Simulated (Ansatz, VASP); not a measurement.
## La2CdNiO5: VASP beside Ansatz

The input INCAR:

```
SYSTEM = La2CdNiO5
ALGO = Normal
EDIFF = 1E-6
ENCUT = 520
GGA = PE
ISIF = 2
ISMEAR = -1
LASPH = .TRUE.
LCHARG = .FALSE.
LREAL = .FALSE.
LWAVE = .FALSE.
NBANDS = 47
NELM = 80
PREC = Accurate
SIGMA = 0.064
```

File KPOINTS:

```
k-points
0
G
  5 5 5
  0 0 0
```

File POSCAR:

```
La2CdNiO5
1.0
    0.0000000000      5.8202150000      0.0000000000
    3.7568450000      0.0000000000      0.0000000000
    1.8784220000      2.9101070000     -5.7147410000
Cd La Ni O
1 2 1 5
Direct
    0.0000000000      0.0000000000      0.0000000000
    0.7023000000      0.2023000000      0.5954000000
    0.2977000000      0.7977000000      0.4046000000
    0.5000000000      0.5000000000      0.0000000000
    0.1120000000      0.3560000000      0.2880000000
    0.6000000000      0.3560000000      0.2880000000
    0.8880000000      0.6440000000      0.7120000000
    0.4000000000      0.6440000000      0.7120000000
    0.5000000000      0.0000000000      0.0000000000
```

Input for Ansatz:

```yaml
crystal:
  lattice:
    - [0.0, 5.820215, 0.0]
    - [3.756845, 0.0, 0.0]
    - [1.878422, 2.910107, -5.714741]
  atoms:
    - { symbol: Cd, position: [0.0, 0.0, 0.0] }
    - { symbol: La, position: [0.7023, 0.2023, 0.5954] }
    - { symbol: La, position: [0.2977, 0.7977, 0.4046] }
    - { symbol: Ni, position: [0.5, 0.5, 0.0] }
    - { symbol: O, position: [0.112, 0.356, 0.288] }
    - { symbol: O, position: [0.6, 0.356, 0.288] }
    - { symbol: O, position: [0.888, 0.644, 0.712] }
    - { symbol: O, position: [0.4, 0.644, 0.712] }
    - { symbol: O, position: [0.5, 0.0, 0.0] }
  symmetry: { tolerance: 0.0003 }
kpoints:
  mp_grid: { grid: [5, 5, 5], shift: [0, 0, 0] }
magnetization:
  spin_polarized: false
scf:
  occupations: { method: fermi_dirac, width: 0.064 }
  algorithm: direct_min
hamiltonian:
  pseudopotentials: { kind: paw }
  xc: pbe
basis:
  ecutwfc: 420
output:
  forces: true
  stress: true
  eigenvalues: true
```

Alike in both runs: task single point; functional PBE; k mesh 5 × 5 × 5; occupations fermi-dirac, width 0.064 eV; no spin polarisation.

|  | VASP | Ansatz |
| --- | --- | --- |
| version | VASP 6.6.1 | Ansatz 0.2.0 |
| potentials or method | VASP PAW PBE potentials, release 64 (Cd, La, Ni, O), cutoff 520 eV | PAW plane waves |
| valence electrons in the cell | 74 | 90 |

VASP gave:

| Quantity | Value |
| --- | --- |
| gap on the k mesh at the Fermi level (eV) | none |
| pressure (GPa) | 11.0 |
| traceless stress, the component that is largest in VASP (GPa) | -0.44 |
| rms of the force components (eV/Å) | 0.448 |

Q: Estimate Ansatz's values.

A: gap on the k mesh at the Fermi level (eV): none; pressure (GPa): 11.2; traceless stress, the component that is largest in VASP (GPa): -0.58; rms of the force components (eV/Å): 0.462.

Atom by atom the forces differ by 0.015 eV/Å (rms over components). A gap of «none» marks a metal or a gap that the smearing closes. With one functional, cell and mesh, what is left measures potentials, basis and numerics. VASP's potentials hold 74 valence electrons a cell and Ansatz's 90, so a difference there can come from the potentials and not from the codes.

Neither program's run includes spin-orbit coupling.
